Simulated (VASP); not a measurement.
# MnO (P6_3/mmc) in VASP: further runs

MnO is run at these levels: RPBE+U; tasks: relaxation of shape and atoms at fixed volume.

Program: VASP 6.6.1. These are calculated values, not measurements. Logs are shortened: lines on timing, memory, paths and dates and some standing lists are left out, and cuts for length are marked.

### Step 1. The cell of the first run

It takes space group P6_3/mmc (No. 194, hexagonal). The conventional cell has a = 3.698 Å, b = 3.698 Å, c = 4.547 Å, α = 90.00°, β = 90.00°, γ = 120.00°. Mn (site symmetry -6m2) has 5 O at 2.14 to 2.27 Å within 2.8 Å. Within 2.8 Å of O (site symmetry -6m2) lie 5 Mn at 2.14 to 2.27 Å.

### Step 2. Relaxation of shape and atoms at fixed volume, RPBE+U, collinear spin, ferromagnetic start (13.47 Å³/atom)

Contents of INCAR:

```
PREC = Accurate ; ENCUT = 600
EDIFF = 1E-6 ; ISMEAR = 0
SIGMA = 0.05 ; LREAL = False
LASPH = True ; NELM = 150
ALGO = Normal ; ISIF = 4
LWAVE = False ; LCHARG = False
ISPIN = 2 ; MAGMOM = 4.61 4.61 0.13 0.13
LORBIT = 11 ; LMAXMIX = 4
LDAU = True ; LDAUTYPE = 2
LDAUL = 2 -1 ; LDAUU = 3.9 0
LDAUJ = 0 0 ; LDAUPRINT = 1
GGA = RP ; IBRION = 2
NSW = 60 ; EDIFFG = -0.01
```

Contents of KPOINTS:

```
regular mesh
0
Gamma
  8 8 4
```

Contents of POSCAR:

```
MnO
1.0
    3.6984836379      0.0000000000      0.0000000000
   -1.8492418190      3.2029807859      0.0000000000
    0.0000000000      0.0000000000      4.5470811008
Mn O
2 2
Direct
    0.3333333333      0.6666666667     -0.0567850000
    0.6666666667      0.3333333333      0.4432150000
    0.3333333333      0.6666666667      0.4432150000
    0.6666666667      0.3333333333      0.9432150000
```

Potentials or basis: VASP PAW PBE potentials, release 64 (Mn_pv, O).

On the command line:

```bash
cat potpaw_PBE.64/Mn_pv/POTCAR potpaw_PBE.64/O/POTCAR > POTCAR
mpirun -np 1 vasp_std > vasp.out
```

OUTCAR:

```text
PREC = Accurate
   ENCUT = 600
   EDIFF = 1E-6
   ISMEAR = 0
   LREAL = False
   LASPH = True
   NELM = 150
   ISIF = 4
   ISPIN = 2
   LORBIT = 11
   GGA = RP
   IBRION = 2
   NSW = 60
   EDIFFG = -0.01

 ion  position               nearest neighbor table
   1  0.333  0.667  0.943-   4 2.14   4 2.14   4 2.14   3 2.27   3 2.27   2 3.12   2 3.12   2 3.12
                             2 3.12   2 3.12   2 3.12
   2  0.667  0.333  0.443-   3 2.14   3 2.14   3 2.14   4 2.27   4 2.27   1 3.12   1 3.12   1 3.12
                             1 3.12   1 3.12   1 3.12
   3  0.333  0.667  0.443-   2 2.14   2 2.14   2 2.14   1 2.27   1 2.27
   4  0.667  0.333  0.943-   1 2.14   1 2.14   1 2.14   2 2.27   2 2.27

  LATTYP: Found a hexagonal cell.
 ALAT       =     3.6984836379
 C/A-ratio  =     1.2294446984

  Lattice vectors:

 A1 = (   3.6984836379,   0.0000000000,   0.0000000000)
 A2 = (  -1.8492418190,   3.2029807859,   0.0000000000)
 A3 = (   0.0000000000,   0.0000000000,   4.5470811008)

Analysis of symmetry for initial positions (statically):
=====================================================================
 Subroutine PRICEL returns:
 Original cell was already a primitive cell.

 Routine SETGRP: Setting up the symmetry group for a
 hexagonal supercell.

 Subroutine GETGRP returns: Found 24 space group operations
 (whereof  6 operations were pure point group operations)
 out of a pool of 24 trial point group operations.

The static configuration has the point symmetry C_3v.
 The point group associated with its full space group is D_6h.

Analysis of symmetry for dynamics (positions and initial velocities):
=====================================================================
 Subroutine PRICEL returns:
 Original cell was already a primitive cell.

 Routine SETGRP: Setting up the symmetry group for a
 hexagonal supercell.

 Subroutine GETGRP returns: Found 24 space group operations
 (whereof  6 operations were pure point group operations)
 out of a pool of 24 trial point group operations.

The dynamic configuration has the point symmetry C_3v.
 The point group associated with its full space group is D_6h.

Analysis of structural, dynamic, and magnetic symmetry:
=====================================================================
 Subroutine PRICEL returns:
 Original cell was already a primitive cell.

 Routine SETGRP: Setting up the symmetry group for a
 hexagonal supercell.

 Subroutine GETGRP returns: Found 24 space group operations
 (whereof  6 operations were pure point group operations)
 out of a pool of 24 trial point group operations.

The overall configuration has the point symmetry C_3v.
 The point group associated with its full space group is D_6h.

 Subroutine INISYM returns: Found 24 space group operations
 (whereof  6 operations are pure point group operations),
 and found     1 'primitive' translations

----------------------------------------------------------------------------------------

                                     Primitive cell
[... 140 lines left out ...]

 number of electron      38.0000004 magnetization       9.9993286

 number of electron      38.0000004 magnetization      10.0000008

 Free energy of the ion-electron system (eV)
  ---------------------------------------------------
  ext. energy  EPLUGINS =         0.00000000
  ---------------------------------------------------
  free energy    TOTEN  =       -29.71429837 eV

  energy without entropy =      -29.71404136  energy(sigma->0) =      -29.71416987

------------------------ aborting loop because EDIFF is reached ----------------------------------------

  FORCE on cell =-STRESS in cart. coord.  units (eV):
  Direction    XX          YY          ZZ          XY          YZ          ZX
  --------------------------------------------------------------------------------------
  -------------------------------------------------------------------------------------
  Total        1.4657089      1.4657089      1.1153845     -0.0000000      0.0000000      0.0000000
  in kB       43.5960940     43.5960940     33.1760323     -0.0000000      0.0000000      0.0000000
  external PRESSURE =      40.1227401 kB  Pullay stress =       0.0000000 kB
[... 95 lines left out ...]
  FREE ENERGIE OF THE ION-ELECTRON SYSTEM (eV)
  ---------------------------------------------------
  free  energy   TOTEN  =       -29.7155559302 eV

  energy  without entropy=      -29.7152996692  energy(sigma->0) =      -29.71542780

atom =   1  type =  1  l = 2

 onsite density matrix

spin component  1

  0.9501  0.0000  0.0000  0.0000 -0.0000
  0.0000  0.9427  0.0000 -0.0000  0.0000
  0.0000  0.0000  0.9716  0.0000 -0.0000
  0.0000 -0.0000  0.0000  0.9427 -0.0000
 -0.0000  0.0000 -0.0000 -0.0000  0.9501

spin component  2

  0.0436 -0.0000  0.0000 -0.0000 -0.0000
 -0.0000  0.0179  0.0000 -0.0000 -0.0000
  0.0000  0.0000  0.0700 -0.0000 -0.0000
 -0.0000 -0.0000 -0.0000  0.0179  0.0000
 -0.0000 -0.0000 -0.0000  0.0000  0.0436

 occupancies and eigenvectors

  o =  0.0179  v =  0.0000  0.0000  0.0000  0.0000  0.0000  0.0000  0.7255 -0.0000  0.6882 -0.0000      0.0000  0.0000  0.0000  0.0000  0.0000  0.0000  0.0000  0.0000  0.0000  0.0000
  o =  0.0179  v =  0.0000  0.0000  0.0000  0.0000  0.0000 -0.0000 -0.6882  0.0000  0.7255 -0.0000      0.0000  0.0000  0.0000  0.0000  0.0000  0.0000  0.0000  0.0000  0.0000  0.0000
  o =  0.0436  v =  0.0000  0.0000  0.0000  0.0000  0.0000  0.9998 -0.0000 -0.0000 -0.0000  0.0183      0.0000  0.0000  0.0000  0.0000  0.0000  0.0000  0.0000  0.0000  0.0000  0.0000
  o =  0.0436  v =  0.0000  0.0000  0.0000  0.0000  0.0000  0.0183  0.0000 -0.0000 -0.0000 -0.9998      0.0000  0.0000  0.0000  0.0000  0.0000  0.0000  0.0000  0.0000  0.0000  0.0000
  o =  0.0700  v =  0.0000  0.0000  0.0000  0.0000  0.0000 -0.0000 -0.0000 -1.0000  0.0000  0.0000      0.0000  0.0000  0.0000  0.0000  0.0000  0.0000  0.0000  0.0000  0.0000  0.0000
  o =  0.9427  v = -0.0000  0.7244 -0.0000  0.6893  0.0000  0.0000  0.0000  0.0000  0.0000  0.0000      0.0000  0.0000  0.0000  0.0000  0.0000  0.0000  0.0000  0.0000  0.0000  0.0000
  o =  0.9427  v =  0.0000 -0.6893  0.0000  0.7244 -0.0000  0.0000  0.0000  0.0000  0.0000  0.0000      0.0000  0.0000  0.0000  0.0000  0.0000  0.0000  0.0000  0.0000  0.0000  0.0000
  o =  0.9501  v = -0.0324  0.0000 -0.0000  0.0000 -0.9995  0.0000  0.0000  0.0000  0.0000  0.0000      0.0000  0.0000  0.0000  0.0000  0.0000  0.0000  0.0000  0.0000  0.0000  0.0000
  o =  0.9501  v = -0.9995 -0.0000  0.0000 -0.0000  0.0324  0.0000  0.0000  0.0000  0.0000  0.0000      0.0000  0.0000  0.0000  0.0000  0.0000  0.0000  0.0000  0.0000  0.0000  0.0000
  o =  0.9716  v = -0.0000 -0.0000 -1.0000 -0.0000  0.0000  0.0000  0.0000  0.0000  0.0000  0.0000      0.0000  0.0000  0.0000  0.0000  0.0000  0.0000  0.0000  0.0000  0.0000  0.0000

atom =   2  type =  1  l = 2

 onsite density matrix

spin component  1

  0.9501  0.0000  0.0000  0.0000 -0.0000
  0.0000  0.9427  0.0000 -0.0000  0.0000
  0.0000  0.0000  0.9716 -0.0000 -0.0000
  0.0000 -0.0000 -0.0000  0.9427 -0.0000
 -0.0000  0.0000 -0.0000 -0.0000  0.9501

spin component  2

  0.0436  0.0000  0.0000  0.0000 -0.0000
  0.0000  0.0179  0.0000 -0.0000 -0.0000
  0.0000  0.0000  0.0700 -0.0000 -0.0000
  0.0000 -0.0000 -0.0000  0.0179 -0.0000
 -0.0000 -0.0000 -0.0000 -0.0000  0.0436

 occupancies and eigenvectors

  o =  0.0179  v =  0.0000  0.0000  0.0000  0.0000  0.0000  0.0000 -0.7248  0.0000 -0.6889 -0.0000      0.0000  0.0000  0.0000  0.0000  0.0000  0.0000  0.0000  0.0000  0.0000  0.0000
  o =  0.0179  v =  0.0000  0.0000  0.0000  0.0000  0.0000 -0.0000  0.6889 -0.0000 -0.7248  0.0000      0.0000  0.0000  0.0000  0.0000  0.0000  0.0000  0.0000  0.0000  0.0000  0.0000
  o =  0.0436  v =  0.0000  0.0000  0.0000  0.0000  0.0000 -0.9964  0.0000  0.0000 -0.0000 -0.0845      0.0000  0.0000  0.0000  0.0000  0.0000  0.0000  0.0000  0.0000  0.0000  0.0000
  o =  0.0436  v =  0.0000  0.0000  0.0000  0.0000  0.0000  0.0845  0.0000 -0.0000 -0.0000 -0.9964      0.0000  0.0000  0.0000  0.0000  0.0000  0.0000  0.0000  0.0000  0.0000  0.0000
  o =  0.0700  v =  0.0000  0.0000  0.0000  0.0000  0.0000 -0.0000 -0.0000 -1.0000  0.0000  0.0000      0.0000  0.0000  0.0000  0.0000  0.0000  0.0000  0.0000  0.0000  0.0000  0.0000
  o =  0.9427  v =  0.0000 -0.7244  0.0000 -0.6893 -0.0000  0.0000  0.0000  0.0000  0.0000  0.0000      0.0000  0.0000  0.0000  0.0000  0.0000  0.0000  0.0000  0.0000  0.0000  0.0000
  o =  0.9427  v = -0.0000  0.6893 -0.0000 -0.7244  0.0000  0.0000  0.0000  0.0000  0.0000  0.0000      0.0000  0.0000  0.0000  0.0000  0.0000  0.0000  0.0000  0.0000  0.0000  0.0000
  o =  0.9501  v = -0.0616  0.0000  0.0000 -0.0000 -0.9981  0.0000  0.0000  0.0000  0.0000  0.0000      0.0000  0.0000  0.0000  0.0000  0.0000  0.0000  0.0000  0.0000  0.0000  0.0000
  o =  0.9501  v = -0.9981 -0.0000  0.0000 -0.0000  0.0616  0.0000  0.0000  0.0000  0.0000  0.0000      0.0000  0.0000  0.0000  0.0000  0.0000  0.0000  0.0000  0.0000  0.0000  0.0000
  o =  0.9716  v = -0.0000 -0.0000 -1.0000  0.0000  0.0000  0.0000  0.0000  0.0000  0.0000  0.0000      0.0000  0.0000  0.0000  0.0000  0.0000  0.0000  0.0000  0.0000  0.0000  0.0000

--------------------------------------- Ionic step        4  -------------------------------------------

 number of electron      37.9999996 magnetization       9.9999998

 Free energy of the ion-electron system (eV)
  ---------------------------------------------------
  ext. energy  EPLUGINS =         0.00000000
  ---------------------------------------------------
  free energy    TOTEN  =       -29.71559998 eV

  energy without entropy =      -29.71534363  energy(sigma->0) =      -29.71547181

 E-fermi :   4.9306     XC(G=0): -10.2055

 val. band max:        4.8815909457   @ k =   0.3750   0.2500   0.5000
 cond. band min:       5.6032510941   @ k =   0.1250   0.0000   0.0000
 fundamental gap:      0.7216601484
 Fermi energy:         4.9306372653

 spin component 1

 k-point     1 :       0.0000    0.0000    0.0000
  band No.  band energies     occupation
      1     -44.8133      1.00000
      2     -44.8133      1.00000
      3     -44.8115      1.00000
      4     -44.7954      1.00000
      5     -44.7954      1.00000
      6     -44.7617      1.00000
[... 1514 lines left out ...]
  FREE ENERGIE OF THE ION-ELECTRON SYSTEM (eV)
  ---------------------------------------------------
  free  energy   TOTEN  =       -29.7155999791 eV

  energy  without entropy=      -29.7153436348  energy(sigma->0) =      -29.71547181

 reached required accuracy - stopping structural energy minimisation

 total charge

# of ion       s       p       d       tot
------------------------------------------
    1        0.210   6.181   4.932  11.323
    2        0.210   6.181   4.932  11.323
    3        1.554   3.456   0.000   5.010
    4        1.554   3.456   0.000   5.010
--------------------------------------------------
tot          3.528  19.274   9.863  32.666

 magnetization (x)

# of ion       s       p       d       tot
------------------------------------------
    1        0.036   0.038   4.554   4.629
    2        0.036   0.038   4.554   4.629
    3        0.018   0.091   0.000   0.109
    4        0.018   0.091   0.000   0.109
--------------------------------------------------
tot          0.107   0.259   9.109   9.475
```

Wall time 2.5 min (1 thread of Intel Xeon Platinum 8559C (Emerald Rapids), shared host); peak memory 0.24 GiB.

Results:

* Free energy: -29.7156 eV
* Energy gained by relaxing: 0.3 meV/atom
* Ionic steps: 4
* Pressure after relaxing: 4.0 GPa
* Band gap on the k mesh: zero (filled and empty bands overlap)
* Net moment: 10.00 μB per cell
* Site moments: Mn +4.63; O +0.11 μB
* Valence electrons inside the program's atomic spheres: Mn 11.32; O 5.01

Step by step:
```
step  energy change (eV)  largest force (eV/Å)  pressure (GPa)  volume (Å³)
   1              0.0000                0.0000            4.01        53.87
   2             -0.0008                0.0000            4.04        53.87
   3             -0.0013                0.0000            4.05        53.87
   4             -0.0013                0.0000            4.04        53.87
```

Final structure:
```xyz
4
Lattice="3.7123 0.0000 0.0000 -1.8561 3.2149 0.0000 0.0000 0.0000 4.5133" Properties=species:S:1:pos:R:3 pbc="T T T"
Mn    0.0000    2.1433    4.2571
Mn    1.8561    1.0716    2.0004
O     0.0000    2.1433    2.0004
O     1.8561    1.0716    4.2571
```

Levels at points of the mesh, in eV from the Fermi level:
Spin up:
```
           k point  band 21  band 22  band 23  band 24  band 25  band 26  band 27  band 28
(0.00, 0.00, 0.00)    -0.83    -0.83    -0.31    -0.31    -0.15     5.46     8.25    10.08
(0.50, 0.00, 0.00)    -2.45    -2.32    -2.13    -1.59     4.85     4.93     7.77     8.61
(0.00, 0.00, 0.50)    -0.45    -0.45    -0.45    -0.45     3.40     3.40    10.01    10.01
(0.50, 0.00, 0.50)    -1.80    -1.80    -0.27    -0.27     4.86     4.86     7.59     7.59
```
Spin down:
```
           k point  band 11  band 12  band 13  band 14  band 15  band 16  band 17  band 18
(0.00, 0.00, 0.00)    -3.78    -3.25    -3.25    -2.13     1.13     3.52     3.52     4.06
(0.50, 0.00, 0.00)    -3.88    -3.76    -3.19    -2.69     2.87     2.97     3.32     4.36
(0.00, 0.00, 0.50)    -3.58    -3.58    -3.58    -3.58     3.19     3.19     4.57     4.57
(0.50, 0.00, 0.50)    -3.41    -3.41    -3.22    -3.22     3.34     3.34     4.29     4.29
```

Eigenvalues of the final occupation matrices:
| site | spin | trace | eigenvalues |
| --- | --- | --- | --- |
| site 1 d | 1 | 4.76 | 0.94 0.94 0.95 0.95 0.97 |
| site 1 d | 2 | 0.19 | 0.02 0.02 0.04 0.04 0.07 |
| site 2 d | 1 | 4.76 | 0.94 0.94 0.95 0.95 0.97 |
| site 2 d | 2 | 0.19 | 0.02 0.02 0.04 0.04 0.07 |

Caveat: the PAW data sets were made with another functional, which shifts forces and pressure a little; only a ferromagnetic start was run, and an antiferromagnetic order may lie lower in energy. The state reached can hang on the start; a lower one may exist.

### Step 3. Relaxation of shape and atoms at fixed volume, RPBE+U, collinear spin, ferromagnetic start (13.75 Å³/atom)

This run uses another cell than the first one, of 13.75 Å³/atom.

Contents of INCAR:

```
PREC = Accurate
ENCUT = 600
EDIFF = 1E-6
ISMEAR = 0
SIGMA = 0.05
LREAL = F
LASPH = T
NELM = 150
ALGO = Normal
ISIF = 4
LWAVE = F
LCHARG = F
ISPIN = 2
MAGMOM = 4.63 4.63 0.13 0.13
LORBIT = 11
LMAXMIX = 4
LDAU = T
LDAUTYPE = 2
LDAUL = 2 -1
LDAUU = 3.9 0
LDAUJ = 0 0
LDAUPRINT = 1
GGA = RP
IBRION = 2
NSW = 60
EDIFFG = -0.01
```

KPOINTS is that of step 2.

Contents of POSCAR:

```
MnO
1.0
    3.7239912277      0.0000000000      0.0000000000
   -1.8619956139      3.2250710066      0.0000000000
    0.0000000000      0.0000000000      4.5784412718
Mn O
2 2
Direct
    0.3333333333      0.6666666667     -0.0567850000
    0.6666666667      0.3333333333      0.4432150000
    0.3333333333      0.6666666667      0.4432150000
    0.6666666667      0.3333333333      0.9432150000
```

Potentials or basis: VASP PAW PBE potentials, release 64 (Mn_pv, O).

On the command line:

```bash
cat potpaw_PBE.64/Mn_pv/POTCAR potpaw_PBE.64/O/POTCAR > POTCAR
mpirun -np 1 vasp_std > vasp.out
```

It took 1.9 min on 1 thread of Intel Xeon 6975P-C (Granite Rapids), shared host; peak memory 0.26 GiB.

It converged, with:

```
Free energy                                           : -29.7371 eV
Energy gained by relaxing                             : 0.3 meV/atom
Ionic steps                                           : 4
Pressure after relaxing                               : 1.6 GPa
Band gap on the k mesh                                : zero (filled and empty bands overlap)
Net moment                                            : 10.00 μB per cell
Site moments                                          : Mn +4.63; O +0.10 μB
Valence electrons inside the program's atomic spheres : Mn 11.30; O 5.00
```

Step by step:
```csv
step,energy change (eV),largest force (eV/Å),pressure (GPa),volume (Å³)
1,0.0000,0.0000,1.53,54.99
2,-0.0007,0.0000,1.55,54.99
3,-0.0012,0.0000,1.57,54.99
4,-0.0013,0.0000,1.55,54.99
```

Final structure:
```cif
data_structure
_symmetry_space_group_name_H-M 'P 1'
_symmetry_Int_Tables_number 1
_cell_length_a 3.7387
_cell_length_b 3.7387
_cell_length_c 4.5426
_cell_angle_alpha 90.000
_cell_angle_beta 90.000
_cell_angle_gamma 120.000
_cell_volume 54.99
loop_
_atom_site_label
_atom_site_type_symbol
_atom_site_fract_x
_atom_site_fract_y
_atom_site_fract_z
_atom_site_occupancy
Mn1 Mn 0.33333 0.66667 0.94322 1
Mn2 Mn 0.66667 0.33333 0.44322 1
O1 O 0.33333 0.66667 0.44322 1
O2 O 0.66667 0.33333 0.94322 1
```

Levels at points of the mesh, in eV from the Fermi level:
Spin up:
| k point | band 20 | band 21 | band 22 | band 23 | band 24 | band 25 | band 26 | band 27 | band 28 |
| --- | --- | --- | --- | --- | --- | --- | --- | --- | --- |
| (0.00, 0.00, 0.00) | -2.23 | -0.83 | -0.83 | -0.31 | -0.31 | -0.13 | 5.40 | 8.22 | 10.01 |
| (0.50, 0.00, 0.00) | -2.51 | -2.45 | -2.29 | -2.07 | -1.54 | 4.77 | 4.94 | 7.64 | 8.61 |
| (0.00, 0.00, 0.50) | -1.90 | -0.45 | -0.45 | -0.45 | -0.45 | 3.39 | 3.39 | 9.95 | 9.95 |
| (0.50, 0.00, 0.50) | -2.60 | -1.76 | -1.76 | -0.27 | -0.27 | 4.86 | 4.86 | 7.49 | 7.49 |
Spin down:
```tsv
k point	band 12	band 13	band 14	band 15	band 16	band 17
(0.00, 0.00, 0.00)	-3.11	-3.11	-2.02	1.14	3.58	3.58
(0.50, 0.00, 0.00)	-3.63	-3.06	-2.57	2.94	3.04	3.38
(0.00, 0.00, 0.50)	-3.44	-3.44	-3.44	3.20	3.20	4.60
(0.50, 0.00, 0.50)	-3.28	-3.08	-3.08	3.40	3.40	4.33
```

Eigenvalues of the final occupation matrices:
```
    site  spin  trace               eigenvalues
site 1 d     1   4.76  0.94 0.94 0.95 0.95 0.97
site 1 d     2   0.19  0.02 0.02 0.04 0.04 0.07
site 2 d     1   4.76  0.94 0.94 0.95 0.95 0.97
site 2 d     2   0.19  0.02 0.02 0.04 0.04 0.07
```

Caveat: the PAW data sets were made with another functional, which shifts forces and pressure a little; only a ferromagnetic start was run, and an antiferromagnetic order may lie lower in energy.
